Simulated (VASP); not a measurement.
# Os (C2/m) in VASP: a series of runs, part 2 of 3

VASP 6.6.1.

### Step 3. Electric field gradients, r2SCAN (shortest bond scaled by 0.76)

POSCAR reads:

```
Os
1.0
    2.7341000000      0.0000000000      0.0000000000
   -1.3670500000      2.3678000565      0.0000000000
    0.0000000000      0.0000000000      4.3197000000
Os
2
Direct
    0.2533333333      0.6266666667      0.1900000000
    0.7466666667      0.3733333333      0.8100000000
```

INCAR.step1 reads:

```
PREC     = Accurate       # precision mode
ENCUT    = 520            # plane-wave cutoff, eV
ISMEAR   = -1             # smearing method
SIGMA    = 0.05           # smearing width, eV
LREAL    = False          # projectors in reciprocal space
LASPH    = True           # aspherical terms in the spheres
NELM     = 100            # most SCF steps
NBANDS   = 15             # bands
GGA      = PE             # functional
ALGO     = Normal         # electronic algorithm
EDIFF    = 1E-4           # SCF threshold, eV
LWAVE    = True           # write WAVECAR
LCHARG   = False          # write CHGCAR
```

INCAR.step2 reads:

```
PREC     = Accurate       # precision mode
ENCUT    = 520            # plane-wave cutoff, eV
EDIFF    = 1E-8           # SCF threshold, eV
ISMEAR   = -1             # smearing method
SIGMA    = 0.05           # smearing width, eV
LREAL    = False          # projectors in reciprocal space
LASPH    = True           # aspherical terms in the spheres
NELM     = 100            # most SCF steps
ALGO     = Normal         # electronic algorithm
ISIF     = 2              # what is computed and relaxed
LWAVE    = False          # write WAVECAR
LCHARG   = False          # write CHGCAR
METAGGA  = R2SCAN         # meta-GGA
LMIXTAU  = True         
LEFG     = True         
NBANDS   = 15             # bands
ISTART   = 1
```

KPOINTS reads:

```
Automatic mesh
0
Gamma
  13 13 7
```

Potentials or basis: VASP PAW PBE potentials, release 64 (Os).

Started as:

```
$ cat potpaw_PBE.64/Os/POTCAR > POTCAR
$ cp INCAR.step1 INCAR
$ mpirun -np 1 vasp_std > vasp.out
$ cp INCAR.step2 INCAR
$ mpirun -np 1 vasp_std > vasp.out
```

OUTCAR:

```text
PREC = Accurate
   ENCUT = 520
   EDIFF = 1E-8
   ISMEAR = -1
   LREAL = False
   LASPH = True
   NELM = 100
   ISIF = 2
   METAGGA = R2SCAN
   ISTART = 1

 ion  position               nearest neighbor table
   1  0.253  0.627  0.190-   2 2.03   2 2.43   2 2.43   2 2.93   2 3.23   2 3.23
   2  0.747  0.373  0.810-   1 2.03   1 2.43   1 2.43   1 2.93   1 3.23   1 3.23

  LATTYP: Found a hexagonal cell.
 ALAT       =     2.7341000000
 C/A-ratio  =     1.5799348963

  Lattice vectors:

 A1 = (   2.7341000000,   0.0000000000,   0.0000000000)
 A2 = (  -1.3670500000,   2.3678000565,   0.0000000000)
 A3 = (   0.0000000000,   0.0000000000,   4.3197000000)

Analysis of symmetry for initial positions (statically):
=====================================================================
 Subroutine PRICEL returns:
 Original cell was already a primitive cell.

 Routine SETGRP: Setting up the symmetry group for a
 hexagonal supercell.

 Subroutine GETGRP returns: Found  4 space group operations
 (whereof  4 operations were pure point group operations)
 out of a pool of 24 trial point group operations.

The static configuration has the point symmetry C_2h.

Analysis of symmetry for dynamics (positions and initial velocities):
=====================================================================
 Subroutine PRICEL returns:
 Original cell was already a primitive cell.

 Routine SETGRP: Setting up the symmetry group for a
 hexagonal supercell.

 Subroutine GETGRP returns: Found  4 space group operations
 (whereof  4 operations were pure point group operations)
 out of a pool of 24 trial point group operations.

The dynamic configuration has the point symmetry C_2h.
[... 575 lines left out ...]
      7       8.8819      2.00000
      8       9.3503      1.99986
      9       9.9474      0.16850
     10      11.4609      0.00000
     11      12.0566      0.00000
     12      18.1157      0.00000
     13      20.0974      0.00000
     14      20.4686      0.00000
     15      24.3808      0.00000

 [... further k-points ...]

------------------------ aborting loop because EDIFF is reached ----------------------------------------

  FORCE on cell =-STRESS in cart. coord.  units (eV):
  Direction    XX          YY          ZZ          XY          YZ          ZX
  --------------------------------------------------------------------------------------
  -------------------------------------------------------------------------------------
  Total       13.7749267      7.3021681     25.0965864      5.6055734      4.7299658      8.1925266
  in kB      789.1996255    418.3592739   1437.8455161    321.1571652    270.9914437    469.3701144
  external PRESSURE =     881.8014718 kB  Pullay stress =       0.0000000 kB

 VOLUME and BASIS-vectors are now :
 -----------------------------------------------------------------------------
  energy-cutoff  :      520.00
  volume of cell :       27.96
      direct lattice vectors                 reciprocal lattice vectors
     2.734100000  0.000000000  0.000000000     0.365751070  0.211166479  0.000000000
    -1.367050000  2.367800057  0.000000000     0.000000000  0.422332957  0.000000000
     0.000000000  0.000000000  4.319700000     0.000000000  0.000000000  0.231497558

 POSITION                                       TOTAL-FORCE (eV/Angst)
 -----------------------------------------------------------------------------------
     -0.16405      1.48382      0.82074         5.203180      3.004057     16.631944
      1.53110      0.88398      3.49896        -5.203180     -3.004057    -16.631944
 -----------------------------------------------------------------------------------
    total drift:                               -0.000000     -0.000000      0.000000

  FREE ENERGIE OF THE ION-ELECTRON SYSTEM (eV)
  ---------------------------------------------------
  free  energy   TOTEN  =      -101.8549224638 eV

  energy  without entropy=     -101.8429574507  energy(sigma->0) =     -101.84893996

 Electric field gradients (V/A^2)
---------------------------------------------------------------------
 ion       V_xx      V_yy      V_zz      V_xy      V_xz      V_yz
---------------------------------------------------------------------
   1     -63.700    46.047    17.653   -95.044    73.652    42.523
   2     -63.700    46.047    17.653   -95.044    73.652    42.523
---------------------------------------------------------------------

 Electric field gradients after diagonalization (V/A^2)
 (convention: |V_zz| > |V_xx| > |V_yy|)
----------------------------------------------------------------------
 ion       V_xx      V_yy      V_zz     asymmetry (V_yy - V_xx)/ V_zz
----------------------------------------------------------------------
   1     100.920    58.500  -159.421       0.266
   2     100.920    58.500  -159.421       0.266
----------------------------------------------------------------------

           NMR quadrupolar parameters

 Cq : quadrupolar parameter    Cq=e*Q*V_zz/h
 eta: asymmetry parameters     (V_yy - V_xx)/ V_zz
 Q  : nuclear electric quadrupole moment in mb (millibarn)
----------------------------------------------------------------------
 ion       Cq(MHz)       eta       Q (mb)
----------------------------------------------------------------------
   1      -0.385       0.266       1.000
   2      -0.385       0.266       1.000
----------------------------------------------------------------------
```

OUTCAR.step1:

```text
PREC = Accurate
   ENCUT = 520
   ISMEAR = -1
   LREAL = False
   LASPH = True
[... 653 lines left out ...]
     -0.16405      1.48382      0.82074         5.517065      3.185279     17.229041
      1.53110      0.88398      3.49896        -5.517065     -3.185279    -17.229041
 -----------------------------------------------------------------------------------
    total drift:                               -0.000000     -0.000000      0.000000

  FREE ENERGIE OF THE ION-ELECTRON SYSTEM (eV)
  ---------------------------------------------------
  free  energy   TOTEN  =       -18.1944350944 eV

  energy  without entropy=      -18.1815773147  energy(sigma->0) =      -18.18800620
```

OSZICAR.step1:

```text
N       E                     dE             d eps       ncg     rms          rms(c)
DAV:   1     0.111844260625E+03    0.11184E+03   -0.75143E+03  9660   0.103E+03
DAV:   2    -0.142587593407E+02   -0.12610E+03   -0.11000E+03  9821   0.335E+02
DAV:   3    -0.191906756977E+02   -0.49319E+01   -0.47652E+01 13097   0.597E+01
DAV:   4    -0.192257430169E+02   -0.35067E-01   -0.35029E-01 10255   0.517E+00
DAV:   5    -0.192259343000E+02   -0.19128E-03   -0.19127E-03 13006   0.359E-01    0.294E+01
DAV:   6    -0.184918959290E+02    0.73404E+00   -0.43068E-01 11361   0.492E+00    0.158E+01
DAV:   7    -0.181994330677E+02    0.29246E+00   -0.46237E-01 11914   0.512E+00    0.760E-01
DAV:   8    -0.181946735717E+02    0.47595E-02   -0.14162E-02 10248   0.105E+00    0.320E-01
DAV:   9    -0.181944650266E+02    0.20855E-03   -0.12028E-03 12936   0.300E-01    0.408E-02
DAV:  10    -0.181944350944E+02    0.29932E-04   -0.26922E-05  5852   0.423E-02
   1 F= -.18194435E+02 E0= -.18188006E+02  d E =-.128578E-01
```

Run time: 2.9 min. Hardware: 1 thread of Intel Xeon 6975P-C (Granite Rapids), shared host; peak memory 0.23 GiB.

What came out:

- Free energy: -101.8549 eV
- Pressure: 88.2 GPa
- Largest force: 17.684 eV/Å
- Band gap on the k mesh: zero (bands 8 and 9 overlap by 2.44 eV)
- Largest electric field gradient by atom: Os -159.4 V/Å²

Forces on the atoms (eV/Å):
```
Os    5.203   3.004  16.632
Os   -5.203  -3.004 -16.632
```

Electric field gradients, principal values (V/Å²):
```csv
atom,least,middle,greatest (by size)
1 Os,58.500,100.920,-159.421
2 Os,58.500,100.920,-159.421
```

Caveat: the cell differs from its parent crystal (shortest bond scaled by 0.76); the stress differs along the axes, from 42 to 144 GPa; without QUAD_EFG the Cq values of the log hold for a quadrupole moment of 1 mb, not for the nuclei; the PAW data sets were made with another functional, which shifts forces and pressure a little; spin-orbit coupling is left out, which moves the levels of the heavy elements.

(Continued in part 3 of 3.)
